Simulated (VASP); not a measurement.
Write the native input for VASP 6.6.1 that does the following.

| Quantity | Value |
| --- | --- |
| Task | single point |
| Functional | PBE |
| Dispersion | D3(BJ) |
| Potentials or basis | VASP PAW PBE potentials, release 64 (N, B) |
| Cutoff | 520 eV |
| k mesh | 6 × 8 × 1 |
| Occupations | gaussian, width 0.05 eV |
| Spin | no spin polarisation |
| Dipole correction | yes |
| Further INCAR settings | ALGO = Normal; EDIFF = 1e-06; NBANDS = 42 |

The structure of B3N4 lies in POSCAR:

```
B3N4
1.0
    5.0107822389      0.0000000000      0.0000000000
   -1.2526955597      3.3759068817      0.0000000000
    0.0000000000      0.0000000000     23.4409409452
N B
8 6
Direct
    0.0225224603      0.0900898411      0.1706416141
    0.5225224603      0.0900898411      0.1706416141
    0.3069455752      0.2277823008      0.2610541488
    0.8069455752      0.2277823008      0.2610541488
    0.0866484587      0.3466275527      0.3533460338
    0.5866484587      0.3466275527      0.3533460338
    0.5937108248      0.8748772852      0.5051393190
    0.5937108248      0.8748772852      0.5520657629
    0.2842051402      0.1368205610      0.2007528062
    0.7842051402      0.1368205610      0.2007528062
    0.0673540684      0.2694189847      0.2895469474
    0.5673540684      0.2694189847      0.2895469474
    0.3437108248      0.3748772852      0.3814241487
    0.8437108248      0.3748772852      0.3814241487
```

These files were run (other wordings do the same):

INCAR

```
PREC = Accurate
ENCUT = 520
EDIFF = 1E-6
ISMEAR = 0
SIGMA = 0.05
LREAL = False
LASPH = True
NELM = 100
ALGO = Normal
ISIF = 2
LWAVE = False
LCHARG = False
LDIPOL = True
IDIPOL = 3
DIPOL = 0.5 0.5 0.312
GGA = PE
IVDW = 12
NBANDS = 42
```

KPOINTS

```
Automatic mesh
0
Gamma
  6 8 1
```

Potentials or basis: VASP PAW PBE potentials, release 64 (N, B).

Launch:

```sh
$ cat potpaw_PBE.64/N/POTCAR potpaw_PBE.64/B/POTCAR > POTCAR
$ mpirun -np 1 vasp_std > vasp.out
```

Results of the run:

```yaml
Largest_force: 4.061 eV/Å
Band_gap_on_the_k_mesh: zero (bands 29 and 30 overlap by 0.42 eV)
Dispersion_energy_per_atom: -0.104 eV
```

Caveat: the standard files for N, O and F lose accuracy on very short bonds.

Wall time 11 min on 1 thread of Intel(R) Xeon(R) 6975P-C (Granite Rapids), with other jobs on the host, peak memory 0.66 GiB.
